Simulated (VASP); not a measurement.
Input of a VASP 6.6.1 run:

File INCAR:

```
PREC = Accurate
ENCUT = 520
EDIFF = 1E-6
ISMEAR = -1
SIGMA = 0.05
LREAL = F
LASPH = T
NELM = 80
ALGO = Normal
ISIF = 2
LWAVE = F
LCHARG = F
GGA = PS
NBANDS = 12
```

KPOINTS

```
regular mesh
0
Gamma
  9 9 9
```

File POSCAR:

```
P
1.0
    1.7595715195      1.0158890905      3.1910618704
   -1.7595715195      1.0158890905      3.1910618704
    0.0000000000     -2.0317781808      3.1910618704
P
2
Direct
    0.7729197500      0.7729197500      0.7729197500
    0.2270802500      0.2270802500      0.2270802500
```

Potentials or basis: VASP PAW PBE potentials, release 64 (P).

The run is started by

```sh
$ cat potpaw_PBE.64/P/POTCAR > POTCAR
$ mpirun -np 1 vasp_std > vasp.out
```

Task: What does it give for the band gap on the k mesh?

Result: Zero (band 5 reaches 8.54 eV, above the bottom of band 6 at 7.95 eV).

Task: What does it give for the pressure?

Result: -6.3 GPa.

Task: What does it give for the largest force?

Result: 0.138 eV/Å.

Forces on the atoms (eV/Å):
```
P    0.000  0.000  0.138
P    0.000  0.000 -0.138
```

Caveat: the PAW data sets were made with another functional, which shifts forces and pressure a little.
